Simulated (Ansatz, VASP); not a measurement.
## Fe: VASP beside Ansatz

INCAR

```
PREC = Accurate ; ENCUT = 600
EDIFF = 1E-6 ; ISMEAR = 0
SIGMA = 0.05 ; LREAL = False
LASPH = True ; NELM = 200
ALGO = Normal ; ISIF = 2
LWAVE = False ; LCHARG = True
ISPIN = 2 ; MAGMOM = 2.5 -2.5 -2.5 2.5
LORBIT = 11 ; LMAXMIX = 4
GGA = PS ; LELF = True
LVHAR = True ; NBANDS = 28
GGA_COMPAT = False
```

File KPOINTS:

```
Automatic mesh
0
Gamma
  14 10 8
```

Contents of POSCAR:

```
Fe
1.0
   -2.4296151989      0.0000000000      0.0000000000
    0.0000000000      0.0000000000     -3.8384250565
    0.0000000000     -4.2082169673      0.0000000000
Fe
4
Direct
    0.0000000000     -0.2500000000     -0.3333333333
   -0.5000000000     -0.7500000000     -0.1666666667
    0.5000000000     -0.2500000000      0.1666666667
    0.0000000000     -0.7500000000      0.3333333333
```

Input for Ansatz:

```yaml
crystal:
  lattice:
    - [-2.4296151989, 0.0, 0.0]
    - [0.0, 0.0, -3.8384250565]
    - [0.0, -4.2082169673, 0.0]
  atoms:
    - { symbol: Fe, position: [0.0, -0.25, -0.3333333333], spin: 2.5 }
    - { symbol: Fe, position: [-0.5, -0.75, -0.1666666667], spin: -2.5 }
    - { symbol: Fe, position: [0.5, -0.25, 0.1666666667], spin: -2.5 }
    - { symbol: Fe, position: [0.0, -0.75, 0.3333333333], spin: 2.5 }
basis:
  ecutwfc: 420
  ecutrho_ratio: 4
kpoints:
  mp_grid: { grid: [14, 10, 8] }
hamiltonian:
  xc: pbesol
scf:
  occupations: { method: gaussian, width: 0.05 }
  lower_state_search: "off"
output:
  forces: true
  stress: true
  eigenvalues: true
  populations: true
magnetization:
  spin_polarized: true
```

Alike in both runs: task single point; functional PBEsol; k mesh 14 × 10 × 8; occupations gaussian, width 0.05 eV; collinear spin.

|  | VASP | Ansatz |
| --- | --- | --- |
| version | VASP 6.6.1 | Ansatz 0.2.0 |
| potentials or method | VASP PAW PBE potentials, release 64 (Fe), cutoff 600 eV | scalar-relativistic, plane waves, PAW |
| valence electrons in the cell | 32 | 64 |

VASP gave:

```
gap on the k mesh at the Fermi level (eV)                     : none
pressure (GPa)                                                : 2.4
traceless stress, the component that is largest in VASP (GPa) : -2.90
rms of the force components (eV/Å)                            : 0.053
net moment per atom (μB)                                      : 0.00
size of the moment on the site where the two differ most (μB) : 0.68
```

**Question.** Which values does Ansatz return?

**Answer.** gap on the k mesh at the Fermi level (eV): none; pressure (GPa): 2.7; traceless stress, the component that is largest in VASP (GPa): -2.84; rms of the force components (eV/Å): 0.048; net moment per atom (μB): 0.00; size of the moment on the site where the two differ most (μB): 0.64.

VASP's potentials were made for PBE, not for PBEsol. Site moments also hang on the region over which each program counts them. Atom by atom the forces differ by 0.005 eV/Å (rms over components). A gap of «none» marks a metal or a gap that the smearing closes. The functional is the same, so the differences come from potentials, cutoffs and numerics. VASP's potentials hold 32 valence electrons a cell and Ansatz's 64, so a difference there can come from the potentials and not from the codes.
